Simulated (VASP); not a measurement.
Write the native input for VASP 6.6.1 that does the following.

```
Task                   : relaxation of cell and atoms
Functional             : PBEsol
Potentials or basis    : VASP PAW PBE potentials, release 64 (Ta_pv, N)
Cutoff                 : 600 eV
k mesh                 : 18 × 18 × 14
Occupations            : gaussian, width 0.1 eV
Spin                   : no spin polarisation
Target pressure        : 20 GPa
Dipole correction      : no
Further INCAR settings : ALGO = Normal; EDIFF = 1e-07; IBRION = 2; EDIFFG = -0.008; NSW = 70; ISIF = 3
```

The structure of TaN lies in POSCAR:

```
TaN
1.0
    2.8737913808      0.0000000000      0.0000000000
   -1.4368956904      2.4887763409      0.0000000000
    0.0000000000      0.0000000000      2.8261993453
Ta N
1 1
Direct
    0.3333333333      0.6666666667      0.5000000000
    0.0000000000      0.0000000000      0.0000000000
```

One way to write it, as run:

INCAR

```
SYSTEM = TaN
ALGO = Normal
EDIFF = 1E-7
EDIFFG = -0.008
ENCUT = 600
GGA = PS
IBRION = 2
ISIF = 3
ISMEAR = 0
LASPH = .True.
LCHARG = .False.
LREAL = .False.
LWAVE = .False.
NELM = 60
NSW = 70
PREC = Accurate
PSTRESS = 200.0
SIGMA = 0.1
```

KPOINTS

```
k-points
0
Gamma
  18 18 14
  0 0 0
```

Potentials or basis: VASP PAW PBE potentials, release 64 (Ta_pv, N).

Launch:

```console
$ cat potpaw_PBE.64/Ta_pv/POTCAR potpaw_PBE.64/N/POTCAR > POTCAR
$ mpirun -np 1 vasp_std > vasp.out
```

Results of the run:

```json
{"Relaxed volume": "10.14 Å³/atom", "Relaxed cell": "a = 2.875 Å, b = 2.875 Å, c = 2.832 Å, α = 90.00°, β = 90.00°, γ = 120.00°", "Space group after relaxing (to 0.1 Å)": "P-6m2 (No. 187)", "Energy change on relaxing (the run minimises the enthalpy)": "-3.8 meV/atom", "Ionic steps": "5", "Pressure after relaxing": "20.0 GPa", "Band gap on the k mesh": "zero (bands 8 and 9 overlap by 0.35 eV)"}
```

Caveat: the cell is relaxed towards a set pressure, so the run minimises the enthalpy, not the energy; the PAW data sets were made with another functional, which shifts forces and pressure a little; spin-orbit coupling is left out, which moves the levels of the heavy elements.

Run time: 3.8 min on 1 thread of Intel Xeon 8259CL, on a shared host, peak memory 0.23 GiB.
